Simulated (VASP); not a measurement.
Wanted: the native input for a VASP 6.6.1 run.

```
Task                   : single point
Functional             : LDA
Potentials or basis    : VASP PAW LDA potentials, release 64 (Be)
Cutoff                 : 520 eV
k mesh                 : 26 × 26 × 15
Occupations            : fermi-dirac, width 0.1 eV
Spin                   : no spin polarisation
Dipole correction      : no
Further INCAR settings : ALGO = Normal; EDIFF = 1e-06; NBANDS = 9
```

The structure of Be lies in POSCAR:

```
Be
1.0
    2.2874512755      0.0000000000      0.0000000000
   -1.1437256378      1.9809909145      0.0000000000
    0.0000000000      0.0000000000      3.5994916756
Be
2
Direct
    0.3333333333      0.6666666667      0.2500000000
    0.6666666667      0.3333333333      0.7500000000
```

The input as run:

INCAR

```
  PREC = Accurate
  ENCUT = 520
  EDIFF = 1E-6
  ISMEAR = -1
  SIGMA = 0.1
  LREAL = False
  LASPH = True
  NELM = 100
  ALGO = Normal
  ISIF = 2
  LWAVE = False
  LCHARG = False
  GGA = CA
  NBANDS = 9
```

KPOINTS

```
Automatic mesh
0
Gamma
  26 26 15
```

Potentials or basis: VASP PAW LDA potentials, release 64 (Be).

The run is started by

```sh
$ cat potpaw_LDA.64/Be/POTCAR > POTCAR
$ mpirun -np 1 vasp_std > vasp.out
```

Results of the run:

```yaml
Pressure: -8.6 GPa
Band_gap_on_the_k_mesh: zero (bands 2 and 3 overlap by 1.64 eV)
```

Caveat: the cell stands under tension.

Wall time 37 s on 1 thread of Intel(R) Xeon(R) Platinum 8259CL CPU @ 2.50GHz (Skylake/Cascade Lake), on a shared host, peak memory 0.17 GiB.
